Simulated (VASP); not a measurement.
A run of VASP 6.6.1:

INCAR

```
ALGO = Normal
EDIFF = 1E-6
ENCUT = 520
GGA = PE
ISIF = 2
ISMEAR = 0
IVDW = 12
LASPH = T
LCHARG = F
LREAL = F
LWAVE = F
NBANDS = 20
NELM = 60
PREC = Accurate
SIGMA = 0.1
```

Contents of KPOINTS:

```
k-points
0
Gamma
  6 6 4
```

File POSCAR:

```
SnSe2
1.0
    3.8402018800      0.0000000000      0.0000000000
   -1.9201009400      3.3257123838      0.0000000000
    0.0000000000      0.0000000000      6.0230971861
Sn Se
1 2
Direct
    0.0000000000      0.0000000000      0.0000000000
    0.3333333333      0.6666666667      0.2646695539
    0.6666666667      0.3333333333      0.7353304461
```

Potentials or basis: VASP PAW PBE potentials, release 64 (Sn_d, Se).

Run with:

```console
$ cat potpaw_PBE.64/Sn_d/POTCAR potpaw_PBE.64/Se/POTCAR > POTCAR
$ mpirun -np 1 vasp_std > vasp.out
```

Hardware: 1 thread of Intel(R) Xeon(R) Platinum 8488C (Sapphire Rapids), with other jobs on the host.

Question: Estimate the wall time of this run.

Answer: It took 31 s on 1 thread of Intel(R) Xeon(R) Platinum 8488C (Sapphire Rapids), on a shared host, peak memory 0.21 GiB. Counts: scf iterations 12, k points 24.
